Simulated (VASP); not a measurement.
Wanted: the native input for a VASP 6.6.1 run.

```yaml
Task: single point
Functional: PBE
Potentials_or_basis: VASP PAW PBE potentials, release 64 (Rh_pv)
Cutoff: 520 eV
k_mesh: 12 × 12 × 12
Occupations: fermi-dirac, width 0.05 eV
Spin: no spin polarisation
Dipole_correction: no
Further_INCAR_settings: ALGO = Normal; EDIFF = 1e-07; NBANDS = 14
```

The structure of Rh lies in POSCAR:

```
Rh
1.0
    0.0000000000      1.9144803751      1.9144803751
    1.9144803751      0.0000000000      1.9144803751
    1.9144803751      1.9144803751      0.0000000000
Rh
1
Direct
    0.0000000000      0.0000000000      0.0000000000
```

One way to write it, as run:

INCAR

```
ALGO = Normal
EDIFF = 1E-7
ENCUT = 520
GGA = PE
ISIF = 2
ISMEAR = -1
LASPH = T
LCHARG = T
LELF = T
LREAL = F
LVHAR = T
LWAVE = F
NBANDS = 14
NELM = 80
PREC = Accurate
SIGMA = 0.05
```

KPOINTS

```
k-points
0
Gamma
  12 12 12
```

Potentials or basis: VASP PAW PBE potentials, release 64 (Rh_pv).

Launch:

```bash
$ cat potpaw_PBE.64/Rh_pv/POTCAR > POTCAR
$ mpirun -np 1 vasp_std > vasp.out
```

It gave:

The pressure is 0.1 GPa.

It took 18 s on 1 thread of Intel Xeon 8259CL, with other jobs on the host, peak memory 0.14 GiB.
